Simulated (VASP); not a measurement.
Crystal: Au.

```
Au
1.0
     0.00000    2.04000    2.04000
     2.04000    0.00000    2.04000
     2.04000    2.04000    0.00000
Au
1
Direct
  0.00000 0.00000 0.00000
```

```yaml
Program: VASP 6.6.1
Task: relaxation of cell and atoms
Functional: LDA
Potentials_or_basis: VASP PAW LDA potentials, release 64 (Au)
Cutoff: 600 eV
k_mesh: 34 × 34 × 34
Occupations: gaussian, width 0.1 eV
Spin: no spin polarisation
```

At the start: pressure -3.8 GPa; volume 16.98 Å³/atom.

Problem. How do energy, volume and symmetry change on relaxing?

Solution. Over 6 steps the energy falls by 4.4 meV/atom and the volume is 16.63 Å³/atom (-2.1 %); space group Fm-3m (No. 225, to 0.1 Å) before and after.

Step by step:
| step | energy change (eV) | largest force (eV/Å) | pressure (GPa) | volume (Å³) |
| --- | --- | --- | --- | --- |
| 1 | 0.0000 | 0.0000 | -3.79 | 16.98 |
| 2 | 0.0106 | 0.0000 | 7.93 | 16.01 |
| 3 | -0.0044 | 0.0000 | -0.31 | 16.63 |
| 4 | -0.0043 | 0.0000 | 0.11 | 16.61 |
| 5 | -0.0044 | 0.0000 | 0.12 | 16.62 |
| 6 | -0.0044 | 0.0000 | 0.03 | 16.63 |

Final structure:
```
Au
1.0
     0.00000    2.02572    2.02572
     2.02572    0.00000    2.02572
     2.02572    2.02572    0.00000
Au
1
Direct
  0.00000 0.00000 0.00000
```
